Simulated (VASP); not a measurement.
Runs of VASP 6.6.1 on WSe2. The structure is that of space group Cm (No. 8), or close to it. The cells are those of the table. 

```csv
cell,gap on the mesh (eV),pressure (GPa),largest force (eV/Å)
"a = 3.279, b = 3.279, c = 14.083 Å, angles 85.0, 85.0, 60.0°, 6 atoms",1.37,0.1,0.16
"a = 3.279, b = 3.279, c = 14.043 Å, angles 86.7, 86.7, 60.0°, 6 atoms",1.36,0.2,(a)
"a = 3.279, b = 3.279, c = 14.030 Å, angles 87.2, 87.8, 60.0°, 6 atoms",1.35,0.2,0.10
"a = 3.279, b = 3.279, c = 14.019 Å, angles 88.3, 88.3, 60.0°, 6 atoms",(c),(b),0.07
```

Alike in all rows: task single point; level PBE+D3(BJ); potentials or basis VASP PAW PBE potentials, release 64 (W_sv, Se); no spin polarisation; k mesh 9 × 9 × 2; cutoff (eV) 520; smearing gaussian 0.05 eV.

**Question.** Estimate the missing entries.

**Answer.** (a) 0.12; (b) 0.3; (c) 1.34.

Caveats: spin-orbit coupling is left out, which moves the levels of the heavy elements.

A k mesh can miss the band edges, and the runs leave out spin-orbit coupling on Se, W.
